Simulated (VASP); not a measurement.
# CaSe (I4/mmm) in VASP: a series of runs, part 2 of 2

VASP 6.6.1. Earlier steps stand in the parts before.

### 3 Single point, r2SCAN (biaxial xy strain +2.8%)

Input file POSCAR:

```
CaSe
1.0
    0.0000000000      3.0515163699      2.9675351259
    3.0515163699      0.0000000000      2.9675351259
    3.0515163699      3.0515163699      0.0000000000
Ca Se
1 1
Direct
    0.0000000000      0.0000000000      0.0000000000
    0.5000000000      0.5000000000      0.5000000000
```

Input file INCAR.step1:

```
SYSTEM = CaSe
ALGO = Normal ; EDIFF = 1E-4
ENCUT = 520 ; GGA = PE
ISMEAR = 0 ; LASPH = .TRUE.
LCHARG = .FALSE. ; LREAL = .FALSE.
LWAVE = .TRUE. ; NBANDS = 15
NELM = 100 ; PREC = Accurate
SIGMA = 0.01
```

Input file INCAR.step2:

```
SYSTEM = CaSe
ALGO = Normal ; EDIFF = 1E-6
ENCUT = 520 ; ISIF = 2
ISMEAR = 0 ; ISTART = 1
LASPH = .TRUE. ; LCHARG = .FALSE.
LMIXTAU = .TRUE. ; LREAL = .FALSE.
LWAVE = .FALSE. ; METAGGA = R2SCAN
NBANDS = 15 ; NELM = 100
PREC = Accurate ; SIGMA = 0.01
```

Input file KPOINTS:

```
k-points
0
G
  8 8 8
  0 0 0
```

Potentials or basis: VASP PAW PBE potentials, release 64 (Ca_sv, Se).

Launch:

```sh
> cat potpaw_PBE.64/Ca_sv/POTCAR potpaw_PBE.64/Se/POTCAR > POTCAR
> cp INCAR.step1 INCAR
> mpirun -np 1 vasp_std > vasp.out
> cp INCAR.step2 INCAR
> mpirun -np 1 vasp_std > vasp.out
```

OUTCAR:

```text
SYSTEM = CaSe
   EDIFF = 1E-6
   ENCUT = 520
   ISIF = 2
   ISMEAR = 0
   ISTART = 1
   LASPH = .TRUE.
   LREAL = .FALSE.
   METAGGA = R2SCAN
   NELM = 100
   PREC = Accurate

 ion  position               nearest neighbor table
   1  0.000  0.000  0.000-   2 2.97   2 2.97
   2  0.500  0.500  0.500-   1 2.97   1 2.97

  LATTYP: Found a body centered tetragonal cell.
 ALAT       =     4.3154958361
 C/A-ratio  =     1.3752927768

  Lattice vectors:

 A1 = (   0.0000000000,  -3.0515163699,  -2.9675351259)
 A2 = (   0.0000000000,   3.0515163699,  -2.9675351259)
 A3 = (   3.0515163699,   0.0000000000,   2.9675351259)

Analysis of symmetry for initial positions (statically):
=====================================================================
 Subroutine PRICEL returns:
 Original cell was already a primitive cell.

 Routine SETGRP: Setting up the symmetry group for a
 body centered tetragonal supercell.

 Subroutine GETGRP returns: Found 16 space group operations
 (whereof 16 operations were pure point group operations)
 out of a pool of 16 trial point group operations.

The static configuration has the point symmetry D_4h.

Analysis of symmetry for dynamics (positions and initial velocities):
=====================================================================
 Subroutine PRICEL returns:
 Original cell was already a primitive cell.

 Routine SETGRP: Setting up the symmetry group for a
 body centered tetragonal supercell.

 Subroutine GETGRP returns: Found 16 space group operations
 (whereof 16 operations were pure point group operations)
 out of a pool of 16 trial point group operations.

The dynamic configuration has the point symmetry D_4h.

 Subroutine INISYM returns: Found 16 space group operations
 (whereof 16 operations are pure point group operations),
 and found     1 'primitive' translations

----------------------------------------------------------------------------------------

                                     Primitive cell

  volume of cell :      55.2659

  direct lattice vectors                    reciprocal lattice vectors
     0.000000000  3.051516370  2.967535126    -0.163852963  0.163852963  0.168490002
     3.051516370  0.000000000  2.967535126     0.163852963 -0.163852963  0.168490002
     3.051516370  3.051516370  0.000000000     0.163852963  0.163852963 -0.168490002

  length of vectors
     4.256526387  4.256526387  4.315495836     0.286503871  0.286503871  0.286503871

  position of ions in fractional coordinates (direct lattice)
     0.000000000  0.000000000  0.000000000
     0.500000000  0.500000000  0.500000000

  ion indices of the primitive-cell ions
   primitive index   ion index
                 1           1
                 2           2

----------------------------------------------------------------------------------------

 KPOINTS: k-points

Automatic generation of k-mesh.
 Grid dimensions read from file:
 generate k-points for:    8    8    8

 Generating k-lattice:

  Cartesian coordinates                     Fractional coordinates (reciprocal lattice)
    -0.020481620  0.020481620  0.021061250     0.125000000  0.000000000  0.000000000
     0.020481620 -0.020481620  0.021061250     0.000000000  0.125000000  0.000000000
     0.020481620  0.020481620 -0.021061250    -0.000000000 -0.000000000  0.125000000

  Length of vectors
     0.035812984  0.035812984  0.035812984

  Shift w.r.t. Gamma in fractional coordinates (k-lattice)
     0.000000000  0.000000000  0.000000000

 Subroutine IBZKPT returns following result:
 ===========================================

 Found     59 irreducible k-points:

 Following reciprocal coordinates:
            Coordinates               Weight
  0.000000  0.000000  0.000000      1.000000
  0.125000  0.000000  0.000000      8.000000
  0.250000  0.000000  0.000000      8.000000
  0.375000  0.000000  0.000000      8.000000
  0.500000  0.000000  0.000000      4.000000
  0.125000  0.125000  0.000000      2.000000
[... 16 lines left out ...]
  0.250000  0.000000  0.125000     16.000000
  0.375000  0.000000  0.125000     16.000000
 [... further k-points ...]
   k-points           NKPTS =     59   k-points in BZ     NKDIM =     59   number of bands    NBANDS=     15
   number of dos      NEDOS =    301   number of ions     NIONS =      2
   total plane-waves  NPLWV =  32768
   dimension x,y,z NGX =    32 NGY =   32 NGZ =   32
   dimension x,y,z NGXF=    64 NGYF=   64 NGZF=   64
   ions per type =               1   1
   NGX,Y,Z   is equivalent  to a cutoff of  12.50, 12.50, 12.33 a.u.
   NGXF,Y,Z  is equivalent  to a cutoff of  25.00, 25.00, 24.65 a.u.
 SYSTEM =  CaSe
   PREC   = accura    normal or accurate (medium, high low for compatibility)
   ISTART =      1    job   : 0-new  1-cont  2-samecut
   ICHARG =      0    charge: 1-file 2-atom 10-const
   ISPIN  =      1    spin polarized calculation?
   LNONCOLLINEAR =      F non collinear calculations
   LSORBIT =      F    spin-orbit coupling
   LASPH  =      T    aspherical Exc in radial PAW
   ENCUT  =  520.0 eV  38.22 Ry    6.18 a.u.   7.91  7.91  8.02*2*pi/ulx,y,z
   NELM   =    100;   NELMIN=  2; NELMDL=  0     # of ELM steps
   EDIFF  = 0.1E-05   stopping-criterion for ELM
   LREAL  =      F    real-space projection
   EDIFFG = 0.1E-04   stopping-criterion for IOM
   NSW    =      0    number of steps for IOM
   IBRION =     -1    ionic relax: 0-MD 1-quasi-New 2-CG
   NFREE  =      0    steps in history (QN), initial steepest desc. (CG)
   ISIF   =      2    stress and relaxation
   ISYM   =      2    0-nonsym 1-usesym 2-fastsym
   POTIM  = 0.5000    time-step for ionic-motion
   TEBEG  =    0.0;   TEEND  =   0.0 temperature during run
   PSTRESS=    0.0 pullay stress
   NELECT =      16.0000    total number of electrons
   NUPDOWN=      -1.0000    fix difference up-down
   EMIN   =  10.00;   EMAX   =-10.00  energy-range for DOS
   EFERMI =   0.00;   METHOD = LEGACY
   ISMEAR =     0;   SIGMA  =   0.01  broadening in eV -4-tet -1-fermi 0-gaus
   EFERMI_NEDOS =   21; number of points for ismear=-14 and -15
   IALGO  =     38    algorithm
   IMIX   =      4    mixing-type and parameters
     AMIX     =   0.40;   BMIX     =  1.00
     AMIX_MAG =   1.60;   BMIX_MAG =  1.00
  volume/ion in A,a.u.               =      27.63       186.48
  Fermi-wavevector in a.u.,A,eV,Ry     =   1.083002  2.046576 15.958169  1.172892
  Thomas-Fermi vector in A             =   2.219057
   LORBIT       =      0    0 simple, 1 ext, 2 COOP (PROOUT), +10 PAW based schemes
   METAGGA = R2SCAN    functional components
   LHFCALC =     F    Hartree Fock is set to
   AEXX    =    0.0000 exact exchange contribution
   IVDW    =     0    specifies the selected vdW correction
   LEPSILON=     F    determine dielectric tensor
   LRPA    =     F    only Hartree local field effects (RPA)
 non-spin polarized calculation
 Gauss-broadening in eV      SIGMA  =   0.01
  energy-cutoff  :      520.00
  volume of cell :       55.27
 maximum number of plane-waves:      1512
   NGX = 15   NGY = 15   NGZ = 17

 number of electron      16.0000003 magnetization

 Free energy of the ion-electron system (eV)
  ---------------------------------------------------
  ext. energy  EPLUGINS =         0.00000000
  ---------------------------------------------------
  free energy    TOTEN  =       -25.95142232 eV

  energy without entropy =      -25.95142232  energy(sigma->0) =      -25.95142232

 E-fermi :   1.8057     XC(G=0):  -9.2873

 val. band max:        1.7462603877   @ k =   0.0000   0.0000   0.0000
 cond. band min:       4.3711918202   @ k =   0.5000   0.5000   0.0000
 fundamental gap:      2.6249314325
 Fermi energy:         1.8056922279

 k-point     1 :       0.0000    0.0000    0.0000
  band No.  band energies     occupation
      1     -39.7616      2.00000
      2     -19.8642      2.00000
      3     -19.8641      2.00000
      4     -19.8535      2.00000
      5     -10.2268      2.00000
      6       1.7456      2.00000
      7       1.7456      2.00000
      8       1.7463      2.00000
      9       5.4796      0.00000
     10       5.9295      0.00000
     11       5.9296      0.00000
     12       6.1003      0.00000
     13       6.4797      0.00000
     14       6.6041      0.00000
     15      12.1093      0.00000
[... 397 lines left out ...]
 k-point    24 :       0.3750    0.0000    0.1250
  band No.  band energies     occupation
      1     -39.7578      2.00000
      2     -19.9215      2.00000
      3     -19.8732      2.00000
      4     -19.8640      2.00000
      5      -9.7736      2.00000
      6      -0.6620      2.00000
      7       0.7363      2.00000
      8       0.9305      2.00000
      9       5.9425      0.00000
     10       7.2411      0.00000
     11       7.4102      0.00000
     12       7.8929      0.00000
     13       8.1207      0.00000
     14       9.2849      0.00000
     15      10.5904      0.00000

 [... further k-points ...]
[... 5 lines left out ...]
  --------------------------------------------------------------------------------------
  -------------------------------------------------------------------------------------
  Total       -1.0466519     -1.0466519     -0.2932434      0.0000000     -0.0000000     -0.0000000
  in kB      -30.3427949    -30.3427949     -8.5012254      0.0000000     -0.0000000     -0.0000000
  external PRESSURE =     -23.0622717 kB  Pullay stress =       0.0000000 kB

 VOLUME and BASIS-vectors are now :
 -----------------------------------------------------------------------------
  energy-cutoff  :      520.00
  volume of cell :       55.27
      direct lattice vectors                 reciprocal lattice vectors
     0.000000000  3.051516370  2.967535126    -0.163852963  0.163852963  0.168490002
     3.051516370  0.000000000  2.967535126     0.163852963 -0.163852963  0.168490002
     3.051516370  3.051516370  0.000000000     0.163852963  0.163852963 -0.168490002

 POSITION                                       TOTAL-FORCE (eV/Angst)
 -----------------------------------------------------------------------------------
      0.00000      0.00000      0.00000         0.000000      0.000000      0.000000
      3.05152      3.05152      2.96754        -0.000000     -0.000000     -0.000000
 -----------------------------------------------------------------------------------
    total drift:                                0.000000     -0.000000     -0.000000

  FREE ENERGIE OF THE ION-ELECTRON SYSTEM (eV)
  ---------------------------------------------------
  free  energy   TOTEN  =       -25.9514223214 eV

  energy  without entropy=      -25.9514223214  energy(sigma->0) =      -25.95142232
```

Wall time 2.2 min (1 thread of Intel Xeon Platinum 8259CL at 2.50GHz (Skylake/Cascade Lake), shared host); peak memory 0.21 GiB.

What came out:

```yaml
Free_energy: -25.9514 eV
Pressure: -2.3 GPa
Band_gap_on_the_k_mesh: 2.62 eV, indirect (least direct gap 3.46 eV)
```

Levels at points of the mesh, in eV from the valence-band top:
```tsv
k point	band 4	band 5	band 6	band 7	band 8	band 9	band 10	band 11	band 12	band 13
(0.00, 0.00, 0.00)	-21.60	-11.97	0.00	0.00	0.00	3.73	4.18	4.18	4.35	4.73
(0.50, 0.00, 0.00)	-21.61	-11.37	-3.04	-1.06	-1.06	4.99	5.88	5.94	5.97	7.66
(0.50, 0.50, 0.00)	-21.64	-11.43	-2.33	-0.95	-0.95	2.62	5.49	5.54	6.42	6.42
(0.50, 0.00, 0.50)	-21.63	-11.45	-2.40	-0.89	-0.82	2.64	5.40	5.61	6.38	6.38
```

Caveat: the cell differs from its parent crystal (biaxial xy strain +2.8%); the PAW data sets were made with another functional, which shifts forces and pressure a little.
